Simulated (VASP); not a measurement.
**Ba2CuSO2: single point with PBEsol+D3(BJ)**

Ba2CuSO2:

```
CELL_PARAMETERS angstrom
3.82851 0.00000 0.00000
0.00000 3.82851 0.00000
0.00000 0.00000 7.09138
ATOMIC_POSITIONS crystal
Ba 0.50000 0.50000 0.75746
Ba 0.50000 0.50000 0.24254
Cu 0.00000 0.00000 0.50000
S 0.00000 0.00000 0.00000
O 0.00000 0.50000 0.50000
O 0.50000 0.00000 0.50000
```

```yaml
Program: VASP 6.6.1
Task: single point
Functional: PBEsol
Dispersion: D3(BJ)
Potentials_or_basis: VASP PAW PBE potentials, release 64 (Ba_sv, Cu, S, O)
Cutoff: 520 eV
k_mesh: 6 × 6 × 3
Occupations: fermi-dirac, width 0.1 eV
Spin: no spin polarisation
```

```json
{"Pressure": "6.4 GPa", "Largest force": "0.551 eV/Å", "Band gap on the k mesh": "zero (an odd number of electrons rules out a gap without spin polarisation)", "Dispersion energy per atom": "-0.319 eV"}
```

Forces in eV/Å, atoms in the order of the input:
```
Ba   0.000  0.000  0.551
Ba   0.000  0.000 -0.551
Cu   0.000  0.000  0.000
S    0.000  0.000  0.000
O    0.000  0.000  0.000
O    0.000  0.000  0.000
```

Stress tensor (GPa, compression positive):
```
7.17 0.00 0.00
0.00 7.17 0.00
0.00 0.00 4.79
```

Levels at points of the mesh, in eV from the Fermi level:
```
           k point  band 20  band 21  band 22  band 23  band 24  band 25  band 26  band 27  band 28  band 29
(0.00, 0.00, 0.00)    -2.14    -1.93    -1.93    -1.20    -0.32    -0.32     1.36     2.23     4.15     4.89
(0.50, 0.00, 0.00)    -1.80    -1.14    -1.14    -1.05    -0.79    -0.75     3.46     4.20     4.28     4.96
(0.50, 0.50, 0.00)    -2.09    -1.17    -1.02    -0.98    -0.98     2.11     4.00     4.28     4.92     6.84
```

Run time: 120 s on 1 thread of Intel(R) Xeon(R) Platinum 8259CL CPU @ 2.50GHz (Skylake/Cascade Lake) (shared host), peak memory 0.24 GiB.

Caveat: the cell stands under pressure; the PAW data sets were made with another functional, which shifts forces and pressure a little; spin-orbit coupling is left out, which moves the levels of the heavy elements; an odd number of electrons without spin polarisation forces a metal; a magnetic or distorted state may lie lower; semilocal functionals often make such compounds metallic where correlation or magnetic order opens a gap, which also shifts bond lengths. With open d or f shells a metallic result of PBEsol can be an artefact of self-interaction; +U or a hybrid may open a gap.
